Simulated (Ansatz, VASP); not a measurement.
**Two plane-wave programs on C**

INCAR

```
ALGO     = Normal         # electronic algorithm
EDIFF    = 1E-7           # SCF threshold, eV
ENCUT    = 520            # plane-wave cutoff, eV
GGA      = PE             # functional
ISIF     = 2              # what is computed and relaxed
ISMEAR   = 0              # smearing method
LASPH    = T              # aspherical terms in the spheres
LCHARG   = F              # write CHGCAR
LREAL    = F              # projectors in reciprocal space
LWAVE    = F              # write WAVECAR
NBANDS   = 31             # bands
NELM     = 100            # most SCF steps
PREC     = Accurate       # precision mode
SIGMA    = 0.05           # smearing width, eV
```

The input KPOINTS:

```
k-points
0
Gamma
  12 12 12
```

File POSCAR:

```
C
1.0
    1.2724000000      0.7346204825      9.5376666667
   -1.2724000000      0.7346204825      9.5376666667
    0.0000000000     -1.4692409650      9.5376666667
C
10
Direct
    0.0248257000      0.0248257000      0.0248257000
    0.9751743000      0.9751743000      0.9751743000
    0.1086810650      0.1086810650      0.1086810650
    0.8913189350      0.8913189350      0.8913189350
    0.1583663742      0.1583663742      0.1583663742
    0.8416336258      0.8416336258      0.8416336258
    0.3748589682      0.3748589682      0.3748589682
    0.6251410318      0.6251410318      0.6251410318
    0.4253192967      0.4253192967      0.4253192967
    0.5746807033      0.5746807033      0.5746807033
```

Input for Ansatz:

```yaml
crystal:
  lattice:
    - [1.2724, 0.7346204825, 9.5376666667]
    - [-1.2724, 0.7346204825, 9.5376666667]
    - [0.0, -1.469240965, 9.5376666667]
  atoms:
    - { symbol: C, position: [0.0248257, 0.0248257, 0.0248257] }
    - { symbol: C, position: [0.9751743, 0.9751743, 0.9751743] }
    - { symbol: C, position: [0.108681065, 0.108681065, 0.108681065] }
    - { symbol: C, position: [0.891318935, 0.891318935, 0.891318935] }
    - { symbol: C, position: [0.1583663742, 0.1583663742, 0.1583663742] }
    - { symbol: C, position: [0.8416336258, 0.8416336258, 0.8416336258] }
    - { symbol: C, position: [0.3748589682, 0.3748589682, 0.3748589682] }
    - { symbol: C, position: [0.6251410318, 0.6251410318, 0.6251410318] }
    - { symbol: C, position: [0.4253192967, 0.4253192967, 0.4253192967] }
    - { symbol: C, position: [0.5746807033, 0.5746807033, 0.5746807033] }
basis:
  ecutwfc: 520.0
kpoints:
  mp_grid: { grid: [12, 12, 12] }
hamiltonian:
  xc: pbe
  pseudopotentials: { kind: paw, azcp: { folder: soft_1 } }
scf:
  occupations: { method: gaussian, width: 0.05 }
output:
  forces: true
  stress: true
  eigenvalues: true
```

Alike in both runs: task single point; functional PBE; k mesh 12 × 12 × 12; occupations gaussian, width 0.05 eV; no spin polarisation.

|  | VASP | Ansatz |
| --- | --- | --- |
| version | VASP 6.6.1 | Ansatz 0.2.0 |
| potentials or method | VASP PAW PBE potentials, release 64 (C), cutoff 520 eV | scalar-relativistic, plane waves, PAW |
| valence electrons in the cell | 40 | 40 |

```csv
,VASP,Ansatz,Ansatz less VASP
gap on the k mesh at the Fermi level (eV),3.35,3.36,+0.013
least direct gap on the mesh (eV),4.32,4.33,+0.008
rms of the force components (eV/Å),0.665,0.648,-0.0166
```

Atom by atom the forces differ by 0.017 eV/Å (rms over components).
